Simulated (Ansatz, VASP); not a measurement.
# One calculation of TaN, two programs

```
Ta N
1.0
     2.93800    0.00000    0.00000
    -1.46900    2.54438    0.00000
     0.00000    0.00000    2.88300
Ta N
1 1
Direct
  0.00000 0.00000 0.53469
  0.66667 0.33333 0.00000
```

Alike in both runs: task single point; functional PBEsol; k mesh 16 × 16 × 14; occupations gaussian, width 0.02 eV; no spin polarisation.

|  | VASP | Ansatz |
| --- | --- | --- |
| version | VASP 6.6.1 | Ansatz 0.2.0 |
| potentials or method | VASP PAW PBE potentials, release 64 (Ta_pv, N), cutoff 600 eV | scalar-relativistic, plane waves, PAW |
| valence electrons in the cell | 16 | 18 |

|  | VASP | Ansatz | Ansatz less VASP |
| --- | --- | --- | --- |
| pressure (GPa) | -2.1 | -2.8 | -0.67 |
| traceless stress, the component that is largest in VASP (GPa) | 0.47 | 0.34 | -0.124 |
| rms of the force components (eV/Å) | 0.823 | 0.816 | -0.0072 |

VASP's potentials were made for PBE, not for PBEsol. Atom by atom the forces differ by 0.007 eV/Å (rms over components). VASP's potentials hold 16 valence electrons a cell and Ansatz's 18, so a difference there can come from the potentials and not from the codes. Ansatz's warnings: stress scf threshold loose.

Neither program's run includes spin-orbit coupling.
